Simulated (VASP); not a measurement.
# Cd (Fm-3m) in VASP: notebook

Cd is run at these levels: PBE; tasks: single point.

Everything below comes from runs of VASP 6.6.1. Logs are shortened: lines on timing, memory, paths and dates and some standing lists are left out, and cuts for length are marked.

### 1 The cell of the first run

Symmetry: Fm-3m, No. 225, cubic system. The conventional cell has a = 3.396 Å, b = 3.396 Å, c = 3.396 Å, α = 90.00°, β = 90.00°, γ = 90.00°. Within 3.2 Å of Cd (site symmetry m-3m) lie 12 Cd at 2.40 Å.

### 2 Single point, PBE (volume scaled by 0.43)

INCAR

```
SYSTEM = Cd
PREC = Accurate ; ENCUT = 520
EDIFF = 1E-6 ; ISMEAR = -1
SIGMA = 0.08 ; LREAL = .FALSE.
LASPH = .TRUE. ; NELM = 80
ALGO = Normal ; ISIF = 2
LWAVE = .FALSE. ; LCHARG = .FALSE.
GGA = PE ; NBANDS = 12
```

KPOINTS

```
regular mesh
0
G
  14 14 14
  0 0 0
```

POSCAR

```
Cd
1.0
    0.0000000000      1.6981725382      1.6981725382
    1.6981725382      0.0000000000      1.6981725382
    1.6981725382      1.6981725382      0.0000000000
Cd
1
Direct
    0.0000000000      0.0000000000      0.0000000000
```

Potentials or basis: VASP PAW PBE potentials, release 64 (Cd).

Run with:

```console
> cat potpaw_PBE.64/Cd/POTCAR > POTCAR
> mpirun -np 1 vasp_std > vasp.out
```

OUTCAR:

```text
SYSTEM = Cd
   PREC = Accurate
   ENCUT = 520
   EDIFF = 1E-6
   ISMEAR = -1
   LREAL = .FALSE.
   LASPH = .TRUE.
   NELM = 80
   ISIF = 2
   GGA = PE

 ion  position               nearest neighbor table
   1  0.000  0.000  0.000-

  LATTYP: Found a face centered cubic cell.
 ALAT       =     3.3963450764

  Lattice vectors:

 A1 = (   0.0000000000,   1.6981725382,   1.6981725382)
 A2 = (   1.6981725382,   0.0000000000,   1.6981725382)
 A3 = (   1.6981725382,   1.6981725382,   0.0000000000)

Analysis of symmetry for initial positions (statically):
=====================================================================
 Subroutine PRICEL returns:
 Original cell was already a primitive cell.

 Routine SETGRP: Setting up the symmetry group for a
 face centered cubic supercell.

 Subroutine GETGRP returns: Found 48 space group operations
 (whereof 48 operations were pure point group operations)
 out of a pool of 48 trial point group operations.

The static configuration has the point symmetry O_h .

Analysis of symmetry for dynamics (positions and initial velocities):
=====================================================================
 Subroutine PRICEL returns:
 Original cell was already a primitive cell.

 Routine SETGRP: Setting up the symmetry group for a
 face centered cubic supercell.

 Subroutine GETGRP returns: Found 48 space group operations
 (whereof 48 operations were pure point group operations)
 out of a pool of 48 trial point group operations.

The dynamic configuration has the point symmetry O_h .

 Subroutine INISYM returns: Found 48 space group operations
 (whereof 48 operations are pure point group operations),
 and found     1 'primitive' translations

----------------------------------------------------------------------------------------

                                     Primitive cell

  volume of cell :       9.7943

  direct lattice vectors                    reciprocal lattice vectors
     0.000000000  1.698172538  1.698172538    -0.294434157  0.294434157  0.294434157
     1.698172538  0.000000000  1.698172538     0.294434157 -0.294434157  0.294434157
     1.698172538  1.698172538  0.000000000     0.294434157  0.294434157 -0.294434157

  length of vectors
     2.401578635  2.401578635  2.401578635     0.509974920  0.509974920  0.509974920

  position of ions in fractional coordinates (direct lattice)
     0.000000000  0.000000000  0.000000000

  ion indices of the primitive-cell ions
   primitive index   ion index
                 1           1

----------------------------------------------------------------------------------------

 KPOINTS: regular mesh

Automatic generation of k-mesh.
 Grid dimensions read from file:
 generate k-points for:   14   14   14

 Generating k-lattice:

  Cartesian coordinates                     Fractional coordinates (reciprocal lattice)
    -0.021031011  0.021031011  0.021031011     0.071428571  0.000000000  0.000000000
     0.021031011 -0.021031011  0.021031011     0.000000000  0.071428571  0.000000000
     0.021031011  0.021031011 -0.021031011     0.000000000  0.000000000  0.071428571

  Length of vectors
     0.036426780  0.036426780  0.036426780

  Shift w.r.t. Gamma in fractional coordinates (k-lattice)
     0.000000000  0.000000000  0.000000000

 Subroutine IBZKPT returns following result:
 ===========================================

 Found    104 irreducible k-points:

 Following reciprocal coordinates:
            Coordinates               Weight
  0.000000  0.000000  0.000000      1.000000
  0.071429  0.000000  0.000000      8.000000
  0.142857  0.000000  0.000000      8.000000
  0.214286  0.000000  0.000000      8.000000
  0.285714  0.000000  0.000000      8.000000
  0.357143  0.000000  0.000000      8.000000
[... 16 lines left out ...]
  0.214286  0.142857  0.000000     24.000000
  0.285714  0.142857  0.000000     24.000000
 [... further k-points ...]
   k-points           NKPTS =    104   k-points in BZ     NKDIM =    104   number of bands    NBANDS=     12
   number of dos      NEDOS =    301   number of ions     NIONS =      1
   total plane-waves  NPLWV =   5832
   dimension x,y,z NGX =    18 NGY =   18 NGZ =   18
   dimension x,y,z NGXF=    36 NGYF=   36 NGZF=   36
   ions per type =               1
   NGX,Y,Z   is equivalent  to a cutoff of  12.46, 12.46, 12.46 a.u.
   NGXF,Y,Z  is equivalent  to a cutoff of  24.92, 24.92, 24.92 a.u.
 SYSTEM =  Cd
   PREC   = accura    normal or accurate (medium, high low for compatibility)
   ISTART =      0    job   : 0-new  1-cont  2-samecut
   ICHARG =      2    charge: 1-file 2-atom 10-const
   ISPIN  =      1    spin polarized calculation?
   LNONCOLLINEAR =      F non collinear calculations
   LSORBIT =      F    spin-orbit coupling
   LASPH  =      T    aspherical Exc in radial PAW
   ENCUT  =  520.0 eV  38.22 Ry    6.18 a.u.   4.47  4.47  4.47*2*pi/ulx,y,z
   NELM   =     80;   NELMIN=  2; NELMDL= -5     # of ELM steps
   EDIFF  = 0.1E-05   stopping-criterion for ELM
   LREAL  =      F    real-space projection
   EDIFFG = 0.1E-04   stopping-criterion for IOM
   NSW    =      0    number of steps for IOM
   IBRION =     -1    ionic relax: 0-MD 1-quasi-New 2-CG
   NFREE  =      0    steps in history (QN), initial steepest desc. (CG)
   ISIF   =      2    stress and relaxation
   ISYM   =      2    0-nonsym 1-usesym 2-fastsym
   POTIM  = 0.5000    time-step for ionic-motion
   TEBEG  =    0.0;   TEEND  =   0.0 temperature during run
   PSTRESS=    0.0 pullay stress
   NELECT =      12.0000    total number of electrons
   NUPDOWN=      -1.0000    fix difference up-down
   EMIN   =  10.00;   EMAX   =-10.00  energy-range for DOS
   EFERMI =   0.00;   METHOD = LEGACY
   ISMEAR =    -1;   SIGMA  =   0.08  broadening in eV -4-tet -1-fermi 0-gaus
   EFERMI_NEDOS =   21; number of points for ismear=-14 and -15
   IALGO  =     38    algorithm
   IMIX   =      4    mixing-type and parameters
     AMIX     =   0.40;   BMIX     =  1.00
     AMIX_MAG =   1.60;   BMIX_MAG =  1.00
  volume/ion in A,a.u.               =       9.79        66.10
  Fermi-wavevector in a.u.,A,eV,Ry     =   1.751769  3.310363 41.752112  3.068694
  Thomas-Fermi vector in A             =   2.822229
   LORBIT       =      0    0 simple, 1 ext, 2 COOP (PROOUT), +10 PAW based schemes
   GGA     = PE    functional components
   LHFCALC =     F    Hartree Fock is set to
   AEXX    =    0.0000 exact exchange contribution
   IVDW    =     0    specifies the selected vdW correction
   LEPSILON=     F    determine dielectric tensor
   LRPA    =     F    only Hartree local field effects (RPA)
 non-spin polarized calculation
  energy-cutoff  :      520.00
  volume of cell :        9.79
 maximum number of plane-waves:       279
 NGX is ok and might be reduce to    18
   NGX =  9   NGY =  9   NGZ =  9

 number of electron      11.9999994 magnetization

 Free energy of the ion-electron system (eV)
  ---------------------------------------------------
  ext. energy  EPLUGINS =         0.00000000
  ---------------------------------------------------
  free energy    TOTEN  =         5.92861883 eV

  energy without entropy =        5.93401735  energy(sigma->0) =        5.93131809

 E-fermi :  14.2776     XC(G=0): -15.9368

 val. band max:       14.2663048515   @ k =  -0.4286   0.2143   0.0000
 cond. band min:      14.3180933945   @ k =   0.5000   0.0714   0.0000
 fundamental gap:      0.0517885430
 Fermi energy:        14.2776463470

 k-point     1 :       0.0000    0.0000    0.0000
  band No.  band energies     occupation
      1      -5.1378      2.00000
      2      -1.6085      2.00000
      3      -1.6085      2.00000
      4      -1.6085      2.00000
      5       0.6088      2.00000
      6       0.6088      2.00000
      7      27.6526      0.00000
      8      34.2903      0.00000
      9      34.2903      0.00000
     10      34.2903      0.00000
     11      39.2354      0.00000
     12      43.6648      0.00000

 k-point     2 :       0.0714    0.0000    0.0000
  band No.  band energies     occupation
      1      -4.8899      2.00000
      2      -1.6842      2.00000
      3      -1.5172      2.00000
      4      -1.5172      2.00000
      5       0.5696      2.00000
      6       0.5696      2.00000
      7      27.8484      0.00000
      8      32.3731      0.00000
      9      34.4983      0.00000
     10      34.4983      0.00000
     11      40.4126      0.00000
     12      43.3927      0.00000

 k-point     3 :       0.1429    0.0000    0.0000
  band No.  band energies     occupation
      1      -4.2547      2.00000
      2      -1.7784      2.00000
      3      -1.3072      2.00000
      4      -1.3072      2.00000
      5       0.5199      2.00000
      6       0.5199      2.00000
      7      27.8295      0.00000
      8      29.6592      0.00000
      9      35.0380      0.00000
     10      35.0380      0.00000
     11      39.6626      0.00000
     12      42.4246      0.00000
[... 286 lines left out ...]
 k-point    23 :       0.2143    0.1429    0.0000
  band No.  band energies     occupation
      1      -3.3688      2.00000
      2      -2.5287      2.00000
      3      -0.8231      2.00000
      4      -0.6750      2.00000
      5       0.2173      2.00000
      6       1.0774      2.00000
      7      27.9249      0.00000
      8      29.3151      0.00000
      9      31.5129      0.00000
     10      32.7021      0.00000
     11      41.0236      0.00000
     12      42.9165      0.00000

 k-point    24 :       0.2857    0.1429    0.0000
  band No.  band energies     occupation
      1      -3.2711      2.00000
      2      -2.1931      2.00000
      3      -1.1099      2.00000
      4      -0.5685      2.00000
      5       1.3694      2.00000
      6       1.4275      2.00000
      7      24.6615      0.00000
      8      28.8887      0.00000
      9      30.7773      0.00000
     10      33.3390      0.00000
     11      40.2281      0.00000
     12      42.4494      0.00000

 [... further k-points ...]

------------------------ aborting loop because EDIFF is reached ----------------------------------------

  FORCE on cell =-STRESS in cart. coord.  units (eV):
  Direction    XX          YY          ZZ          XY          YZ          ZX
  --------------------------------------------------------------------------------------
  -------------------------------------------------------------------------------------
  Total       24.5932237     24.5932237     24.5932237      0.0000000      0.0000000      0.0000000
  in kB     4023.0053143   4023.0053143   4023.0053143      0.0000000      0.0000000      0.0000000
  external PRESSURE =    4023.0053143 kB  Pullay stress =       0.0000000 kB

 VOLUME and BASIS-vectors are now :
 -----------------------------------------------------------------------------
  energy-cutoff  :      520.00
  volume of cell :        9.79
      direct lattice vectors                 reciprocal lattice vectors
     0.000000000  1.698172538  1.698172538    -0.294434157  0.294434157  0.294434157
     1.698172538  0.000000000  1.698172538     0.294434157 -0.294434157  0.294434157
     1.698172538  1.698172538  0.000000000     0.294434157  0.294434157 -0.294434157

 POSITION                                       TOTAL-FORCE (eV/Angst)
 -----------------------------------------------------------------------------------
      0.00000      0.00000      0.00000         0.000000     -0.000000      0.000000
 -----------------------------------------------------------------------------------
    total drift:                                0.000000     -0.000000     -0.000000

  FREE ENERGIE OF THE ION-ELECTRON SYSTEM (eV)
  ---------------------------------------------------
  free  energy   TOTEN  =         5.9286188265 eV

  energy  without entropy=        5.9340173486  energy(sigma->0) =        5.93131809
```

Wall time 6.9 s (1 thread of Intel Xeon Platinum 8375C at 2.90GHz (Ice Lake), shared host); peak memory 0.12 GiB.

What came out:

- Free energy: 5.9286 eV
- Pressure: 402.3 GPa
- Band gap on the k mesh: zero (band 6 reaches 14.93 eV, above the bottom of band 7 at 14.14 eV)

### 3 Single point, PBE (volume scaled by 0.43)

INCAR

```
  PREC = Accurate
  ENCUT = 520
  EDIFF = 1E-6
  ISMEAR = -1
  SIGMA = 0.08
  LREAL = F
  LASPH = T
  NELM = 100
  ALGO = Normal
  ISIF = 2
  LWAVE = F
  LCHARG = T
  GGA = PE
  LELF = T
  LVHAR = T
  NBANDS = 12
```

KPOINTS

```
regular mesh
0
Gamma
  14 14 14
```

POSCAR is that of step 2.

Potentials or basis: VASP PAW PBE potentials, release 64 (Cd).

Run with:

```console
> cat potpaw_PBE.64/Cd/POTCAR > POTCAR
> mpirun -np 1 vasp_std > vasp.out
```

It took 7.1 s on 1 thread of Intel Xeon Platinum 8375C at 2.90GHz (Ice Lake), shared host; peak memory 0.13 GiB.

The run converged. Its results:

```yaml
Free_energy: 5.9286 eV
Pressure: 402.3 GPa
Band_gap_on_the_k_mesh: zero (band 6 reaches 14.93 eV, above the bottom of band 7 at 14.14 eV)
```

Levels at points of the mesh, in eV from the Fermi level:
```tsv
k point	band 4	band 5	band 6	band 7	band 8	band 9
(0.00, 0.00, 0.00)	-15.89	-13.67	-13.67	13.37	20.01	20.01
(0.50, 0.00, 0.00)	-11.96	-11.96	-8.74	-0.13	12.21	19.23
(0.50, 0.50, 0.00)	-11.51	-11.51	-5.48	4.41	7.98	7.98
```
